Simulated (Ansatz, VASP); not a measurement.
**Co in VASP and in Ansatz**

```
Co
1.0
     3.90977    0.00000    0.00000
    -1.95488    3.38596    0.00000
     0.00000    0.00000    2.39726
Co
3
Direct
  0.00000 0.00000 0.00000
  0.33333 0.66667 0.50000
  0.66667 0.33333 0.50000
```

Alike in both runs: task single point; functional r2SCAN; k mesh 11 × 11 × 15; occupations fermi-dirac, width 0.1 eV; no spin polarisation.

```csv
,VASP,Ansatz
version,VASP 6.6.1,Ansatz 0.2.0
potentials or method,"VASP PAW PBE potentials, release 64 (Co), cutoff 520 eV","plane waves (500 eV) with PAW, scalar-relativistic"
valence electrons in the cell,27,51
```

Ansatz gave:

- pressure (GPa): -9.6
- traceless stress, the component that is largest in VASP (GPa): 0.69

Q: What did VASP give for the same quantities?

A: Pressure (GPa): -9.2; traceless stress, the component that is largest in VASP (GPa): 0.54.

VASP's potentials were made for PBE, not for r2SCAN. With one functional, cell and mesh, what is left measures potentials, basis and numerics. VASP's potentials hold 27 valence electrons a cell and Ansatz's 51, so a difference there can come from the potentials and not from the codes.
